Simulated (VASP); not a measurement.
# WS2 (P6_3/mmc) in VASP: notebook, part 3 of 3

VASP 6.6.1. The steps go on from the part before.

## Step 6: Single point, PBE (uniaxial z strain +4.0%)

INCAR

```
PREC = Accurate
ENCUT = 500
EDIFF = 1E-6
ISMEAR = -1
SIGMA = 0.02
LREAL = F
LASPH = T
NELM = 120
ALGO = Normal
ISIF = 2
LWAVE = F
LCHARG = T
GGA = PE
LELF = T
LVHAR = T
NBANDS = 35
GGA_COMPAT = F
```

KPOINTS

```
Automatic mesh
0
Gamma
  12 12 2
```

POSCAR

```
WS2
1.0
    3.1699462934      0.0000000000      0.0000000000
   -1.5849731467      2.7452540187      0.0000000000
    0.0000000000      0.0000000000     12.9907133746
W S
2 4
Direct
    0.3333333333      0.6666666667      0.2500000000
    0.6666666667      0.3333333333      0.7500000000
    0.6666666667      0.3333333333      0.3705040573
    0.6666666667      0.3333333333      0.1294959427
    0.3333333333      0.6666666667      0.8705040573
    0.3333333333      0.6666666667      0.6294959427
```

Potentials or basis: VASP PAW PBE potentials, release 64 (W_sv, S).

Launch:

```sh
cat potpaw_PBE.64/W_sv/POTCAR potpaw_PBE.64/S/POTCAR > POTCAR
mpirun -np 1 vasp_std > vasp.out
```

OUTCAR:

```text
PREC = Accurate
   ENCUT = 500
   EDIFF = 1E-6
   ISMEAR = -1
   LREAL = F
   LASPH = T
   NELM = 120
   ISIF = 2
   GGA = PE

 ion  position               nearest neighbor table
   1  0.333  0.667  0.250-   3 2.41   4 2.41   3 2.41   4 2.41   3 2.41   4 2.41
   2  0.667  0.333  0.750-   5 2.41   6 2.41   5 2.41   6 2.41   5 2.41   6 2.41
   3  0.667  0.333  0.371-   1 2.41   1 2.41   1 2.41
   4  0.667  0.333  0.129-   1 2.41   1 2.41   1 2.41
   5  0.333  0.667  0.871-   2 2.41   2 2.41   2 2.41
   6  0.333  0.667  0.629-   2 2.41   2 2.41   2 2.41

  LATTYP: Found a hexagonal cell.
 ALAT       =     3.1699462934
 C/A-ratio  =     4.0980862678

  Lattice vectors:

 A1 = (   3.1699462934,   0.0000000000,   0.0000000000)
 A2 = (  -1.5849731467,   2.7452540187,   0.0000000000)
 A3 = (   0.0000000000,   0.0000000000,  12.9907133746)

Analysis of symmetry for initial positions (statically):
=====================================================================
 Subroutine PRICEL returns:
 Original cell was already a primitive cell.

 Routine SETGRP: Setting up the symmetry group for a
 hexagonal supercell.

 Subroutine GETGRP returns: Found 24 space group operations
 (whereof 12 operations were pure point group operations)
 out of a pool of 24 trial point group operations.

The static configuration has the point symmetry D_3d.
 The point group associated with its full space group is D_6h.

Analysis of symmetry for dynamics (positions and initial velocities):
=====================================================================
 Subroutine PRICEL returns:
 Original cell was already a primitive cell.

 Routine SETGRP: Setting up the symmetry group for a
 hexagonal supercell.

 Subroutine GETGRP returns: Found 24 space group operations
 (whereof 12 operations were pure point group operations)
 out of a pool of 24 trial point group operations.

The dynamic configuration has the point symmetry D_3d.
 The point group associated with its full space group is D_6h.

 Subroutine INISYM returns: Found 24 space group operations
 (whereof 12 operations are pure point group operations),
 and found     1 'primitive' translations

----------------------------------------------------------------------------------------

                                     Primitive cell

  volume of cell :     113.0492

  direct lattice vectors                    reciprocal lattice vectors
     3.169946293  0.000000000  0.000000000     0.315462758  0.182132508  0.000000000
    -1.584973147  2.745254019  0.000000000     0.000000000  0.364265016  0.000000000
     0.000000000  0.000000000 12.990713375     0.000000000  0.000000000  0.076978067

  length of vectors
     3.169946293  3.169946293 12.990713375     0.364265016  0.364265016  0.076978067

  position of ions in fractional coordinates (direct lattice)
     0.333333333  0.666666667  0.250000000
     0.666666667  0.333333333  0.750000000
     0.666666667  0.333333333  0.370504057
     0.666666667  0.333333333  0.129495943
     0.333333333  0.666666667  0.870504057
[... 33 lines left out ...]
 ===========================================

 Found     38 irreducible k-points:

 Following reciprocal coordinates:
            Coordinates               Weight
  0.000000  0.000000  0.000000      1.000000
  0.083333  0.000000  0.000000      6.000000
  0.166667  0.000000  0.000000      6.000000
  0.250000 -0.000000  0.000000      6.000000
  0.333333  0.000000  0.000000      6.000000
  0.416667 -0.000000  0.000000      6.000000
[... 16 lines left out ...]
  0.250000 -0.000000  0.500000      6.000000
  0.333333  0.000000  0.500000      6.000000
 [... further k-points ...]
   k-points           NKPTS =     38   k-points in BZ     NKDIM =     38   number of bands    NBANDS=     35
   number of dos      NEDOS =    301   number of ions     NIONS =      6
   total plane-waves  NPLWV =  55296
   dimension x,y,z NGX =    24 NGY =   24 NGZ =   96
   dimension x,y,z NGXF=    48 NGYF=   48 NGZF=  192
   ions per type =               2   4
   NGX,Y,Z   is equivalent  to a cutoff of  12.59, 12.59, 12.29 a.u.
   NGXF,Y,Z  is equivalent  to a cutoff of  25.17, 25.17, 24.57 a.u.
 SYSTEM =  unknown system
   PREC   = accura    normal or accurate (medium, high low for compatibility)
   ISTART =      0    job   : 0-new  1-cont  2-samecut
   ICHARG =      2    charge: 1-file 2-atom 10-const
   ISPIN  =      1    spin polarized calculation?
   LNONCOLLINEAR =      F non collinear calculations
   LSORBIT =      F    spin-orbit coupling
   LASPH  =      T    aspherical Exc in radial PAW
   ENCUT  =  500.0 eV  36.75 Ry    6.06 a.u.   5.78  5.78 23.69*2*pi/ulx,y,z
   NELM   =    120;   NELMIN=  2; NELMDL= -5     # of ELM steps
   EDIFF  = 0.1E-05   stopping-criterion for ELM
   LREAL  =      F    real-space projection
   EDIFFG = 0.1E-04   stopping-criterion for IOM
   NSW    =      0    number of steps for IOM
   IBRION =     -1    ionic relax: 0-MD 1-quasi-New 2-CG
   NFREE  =      0    steps in history (QN), initial steepest desc. (CG)
   ISIF   =      2    stress and relaxation
   ISYM   =      2    0-nonsym 1-usesym 2-fastsym
   POTIM  = 0.5000    time-step for ionic-motion
   TEBEG  =    0.0;   TEEND  =   0.0 temperature during run
   PSTRESS=    0.0 pullay stress
   NELECT =      52.0000    total number of electrons
   NUPDOWN=      -1.0000    fix difference up-down
   EMIN   =  10.00;   EMAX   =-10.00  energy-range for DOS
   EFERMI =   0.00;   METHOD = LEGACY
   ISMEAR =    -1;   SIGMA  =   0.02  broadening in eV -4-tet -1-fermi 0-gaus
   EFERMI_NEDOS =   21; number of points for ismear=-14 and -15
   IALGO  =     38    algorithm
   IMIX   =      4    mixing-type and parameters
     AMIX     =   0.40;   BMIX     =  1.00
     AMIX_MAG =   1.60;   BMIX_MAG =  1.00
  volume/ion in A,a.u.               =      18.84       127.15
  Fermi-wavevector in a.u.,A,eV,Ry     =   1.263728  2.388099 21.728605  1.597007
  Thomas-Fermi vector in A             =   2.397070
   LORBIT       =      0    0 simple, 1 ext, 2 COOP (PROOUT), +10 PAW based schemes
   GGA     = PE    functional components
   LHFCALC =     F    Hartree Fock is set to
   AEXX    =    0.0000 exact exchange contribution
   IVDW    =     0    specifies the selected vdW correction
   LEPSILON=     F    determine dielectric tensor
   LRPA    =     F    only Hartree local field effects (RPA)
 non-spin polarized calculation
  energy-cutoff  :      500.00
  volume of cell :      113.05
 maximum number of plane-waves:      2894
 NGX is ok and might be reduce to    24
   NGX = 11   NGY = 11   NGZ = 47

 number of electron      51.9999994 magnetization

 Free energy of the ion-electron system (eV)
  ---------------------------------------------------
  ext. energy  EPLUGINS =         0.00000000
  ---------------------------------------------------
  free energy    TOTEN  =       -47.31735177 eV

  energy without entropy =      -47.31735177  energy(sigma->0) =      -47.31735177

 E-fermi :   7.0456     XC(G=0): -10.5259

 val. band max:        6.5788140843   @ k =   0.0000   0.0000   0.0000
 cond. band min:       7.8291664880   @ k =   0.1667   0.1667   0.0000
 fundamental gap:      1.2503524037
 Fermi energy:         7.0456405238

 k-point     1 :       0.0000    0.0000    0.0000
  band No.  band energies     occupation
      1     -67.8951      2.00000
      2     -67.8951      2.00000
      3     -32.1421      2.00000
      4     -32.1421      2.00000
      5     -31.9817      2.00000
      6     -31.9817      2.00000
[... 901 lines left out ...]
     34      10.6210      0.00000
     35      12.7580      0.00000

 [... further k-points ...]

------------------------ aborting loop because EDIFF is reached ----------------------------------------

  FORCE on cell =-STRESS in cart. coord.  units (eV):
  Direction    XX          YY          ZZ          XY          YZ          ZX
  --------------------------------------------------------------------------------------
  -------------------------------------------------------------------------------------
  Total        1.7004783      1.7004783      1.9733236      0.0000000      0.0000000     -0.0000000
  in kB       24.0998440     24.0998440     27.9667144      0.0000000      0.0000000     -0.0000000
  external PRESSURE =      25.3888008 kB  Pullay stress =       0.0000000 kB

 VOLUME and BASIS-vectors are now :
 -----------------------------------------------------------------------------
  energy-cutoff  :      500.00
  volume of cell :      113.05
      direct lattice vectors                 reciprocal lattice vectors
     3.169946293  0.000000000  0.000000000     0.315462758  0.182132508  0.000000000
    -1.584973147  2.745254019  0.000000000     0.000000000  0.364265016  0.000000000
     0.000000000  0.000000000 12.990713375     0.000000000  0.000000000  0.076978067

 POSITION                                       TOTAL-FORCE (eV/Angst)
 -----------------------------------------------------------------------------------
     -0.00000      1.83017      3.24768        -0.000000      0.000000      0.000000
      1.58497      0.91508      9.74304         0.000000      0.000000      0.000000
      1.58497      0.91508      4.81311         0.000000      0.000000      0.195966
      1.58497      0.91508      1.68224        -0.000000      0.000000     -0.195966
     -0.00000      1.83017     11.30847        -0.000000     -0.000000      0.195966
     -0.00000      1.83017      8.17760        -0.000000     -0.000000     -0.195966
 -----------------------------------------------------------------------------------
    total drift:                               -0.000000      0.000000     -0.000000

  FREE ENERGIE OF THE ION-ELECTRON SYSTEM (eV)
  ---------------------------------------------------
  free  energy   TOTEN  =       -47.3173517686 eV

  energy  without entropy=      -47.3173517686  energy(sigma->0) =      -47.31735177
```

OSZICAR:

```text
N       E                     dE             d eps       ncg     rms          rms(c)
DAV:   1     0.502354821665E+03    0.50235E+03   -0.27737E+04  2948   0.143E+03
DAV:   2    -0.171602646026E+02   -0.51952E+03   -0.50017E+03  3052   0.398E+02
DAV:   3    -0.492508240389E+02   -0.32091E+02   -0.31579E+02  3359   0.950E+01
DAV:   4    -0.500354845322E+02   -0.78466E+00   -0.78175E+00  3237   0.155E+01
DAV:   5    -0.500526946038E+02   -0.17210E-01   -0.17198E-01  3240   0.243E+00    0.378E+01
DAV:   6    -0.476769524147E+02    0.23757E+01   -0.84045E+00  3039   0.194E+01    0.162E+01
DAV:   7    -0.474491061930E+02    0.22785E+00   -0.25161E+00  2941   0.828E+00    0.669E+00
DAV:   8    -0.473173277130E+02    0.13178E+00   -0.37626E-01  3041   0.423E+00    0.201E+00
DAV:   9    -0.473197152204E+02   -0.23875E-02   -0.47105E-02  3240   0.112E+00    0.111E+00
DAV:  10    -0.473178076707E+02    0.19075E-02   -0.23908E-02  3160   0.981E-01    0.357E-01
DAV:  11    -0.473173110176E+02    0.49665E-03   -0.39787E-03  2874   0.375E-01    0.167E-01
DAV:  12    -0.473173098648E+02    0.11527E-05   -0.18298E-04  3099   0.725E-02    0.592E-02
DAV:  13    -0.473173479385E+02   -0.38074E-04   -0.31925E-05  2924   0.309E-02    0.512E-02
DAV:  14    -0.473173518784E+02   -0.39399E-05   -0.19896E-05  2984   0.260E-02    0.267E-02
DAV:  15    -0.473173517686E+02    0.10976E-06   -0.38292E-06  2832   0.128E-02
   1 F= -.47317352E+02 E0= -.47317352E+02  d E =-.246984E-12
```

stdout:

```text
POSCAR found type information on POSCAR W S
 POSCAR found :  2 types and       6 ions
 scaLAPACK will be used
 LDA part: xc-table for (Slater+PW92), standard interpolation
 POSCAR, INCAR and KPOINTS ok, starting setup
 FFT: planning ... GRIDC
 FFT: planning ... GRID_SOFT
 FFT: planning ... GRID
 WAVECAR not read
 entering main loop
```

Wall time 50 s (1 thread of Intel Xeon 6975P-C (Granite Rapids), shared host); peak memory 0.28 GiB.

Results:

| Property | Result |
| --- | --- |
| Free energy | -47.3174 eV |
| Pressure | 2.5 GPa |
| Largest force | 0.196 eV/Å |
| Band gap on the k mesh | 1.25 eV (least direct gap 1.81 eV) |

Forces on the atoms (eV/Å):
```
W    0.000  0.000  0.000
W    0.000  0.000  0.000
S    0.000  0.000  0.196
S    0.000  0.000 -0.196
S    0.000  0.000  0.196
S    0.000  0.000 -0.196
```

Caveat: the cell differs from its parent crystal (uniaxial z strain +4.0%); spin-orbit coupling is left out, which moves the levels of the heavy elements; this functional lacks dispersion, which binds the layers, so the pressure and a relaxed spacing across them are unreliable.

## Step 7: The runs side by side

```tsv
level	cell	cutoff (eV)	smearing	gap on the mesh (eV)	pressure (GPa)	largest force (eV/Å)
r2SCAN	a = 3.170, b = 3.170, c = 12.366 Å, angles 90.0, 90.0, 120.0°, 6 atoms, uniaxial z strain -1.0%	550	gaussian 0.01 eV	1.12	1.7	0.03
r2SCAN	a = 3.170, b = 3.170, c = 12.616 Å, angles 90.0, 90.0, 120.0°, 6 atoms, uniaxial z strain +1.0%	550	gaussian 0.01 eV	1.22	1.2	0.03
r2SCAN	a = 3.170, b = 3.170, c = 12.741 Å, angles 90.0, 90.0, 120.0°, 6 atoms, uniaxial z strain +2.0%	550	gaussian 0.01 eV	1.27	1.0	0.03
r2SCAN	a = 3.170, b = 3.170, c = 12.866 Å, angles 90.0, 90.0, 120.0°, 6 atoms, uniaxial z strain +3.0%	550	gaussian 0.01 eV	1.32	0.9	0.03
PBE	a = 3.170, b = 3.170, c = 12.991 Å, angles 90.0, 90.0, 120.0°, 6 atoms, uniaxial z strain +4.0%	500	fermi-dirac 0.02 eV	1.25	2.5	0.20
```

Alike in all rows: task single point; potentials or basis VASP PAW PBE potentials, release 64 (W_sv, S); no spin polarisation; k mesh 12 × 12 × 2.

Caveats: spin-orbit coupling is left out, which moves the levels of the heavy elements; the PAW data sets were made with another functional, which shifts forces and pressure a little (at least some runs); this functional lacks dispersion, which binds the layers, so the pressure and a relaxed spacing across them are unreliable (at least some runs).

Absolute energies hang on the potentials; compare differences alone.
